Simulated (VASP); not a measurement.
## CsPbCl3: single point with PBE

The system is CsPbCl3.

```xyz
5
Lattice="5.7353 0.0000 0.0000 0.0000 5.7353 0.0000 0.0000 0.0000 5.7353" Properties=species:S:1:pos:R:3 pbc="T T T"
Cs    0.0000    0.0000    0.0000
Pb    2.8676    2.8676    2.8676
Cl    0.0000    2.8676    2.8676
Cl    2.8676    0.0000    2.8676
Cl    2.8676    2.8676    0.0000
```

```json
{"Program": "VASP 6.6.1", "Task": "single point", "Functional": "PBE", "Potentials or basis": "VASP PAW PBE potentials, release 64 (Cs_sv, Pb_d, Cl)", "Cutoff": "520 eV", "k mesh": "6 × 6 × 6", "Occupations": "gaussian, width 0.02 eV", "Spin": "no spin polarisation", "Dipole correction": "no", "Further INCAR settings": "ALGO = Normal; EDIFF = 1e-07; NBANDS = 30"}
```

```yaml
Pressure: 0.0 GPa
Band_gap_on_the_k_mesh: 2.22 eV
```

Levels at points of the mesh, in eV from the valence-band top:
```csv
k point,band 19,band 20,band 21,band 22,band 23,band 24,band 25,band 26
"(0.00, 0.00, 0.00)",-2.12,-2.04,-2.04,-2.04,3.67,4.75,4.75,5.64
"(0.50, 0.00, 0.00)",-2.22,-2.13,-2.13,-1.43,3.15,4.99,5.40,5.40
"(0.50, 0.50, 0.00)",-2.28,-2.28,-1.75,-0.70,2.72,2.72,5.04,5.71
"(0.50, 0.50, 0.50)",-1.75,-1.75,-1.75,0.00,2.22,2.22,2.22,5.44
```

Run time: 110 s on 1 thread of Intel(R) Xeon(R) Platinum 8488C (Sapphire Rapids), on a shared host, peak memory 0.38 GiB.

Caveat: spin-orbit coupling is left out, which moves the levels of the heavy elements. As with any semilocal functional, this PBE gap is likely too small.
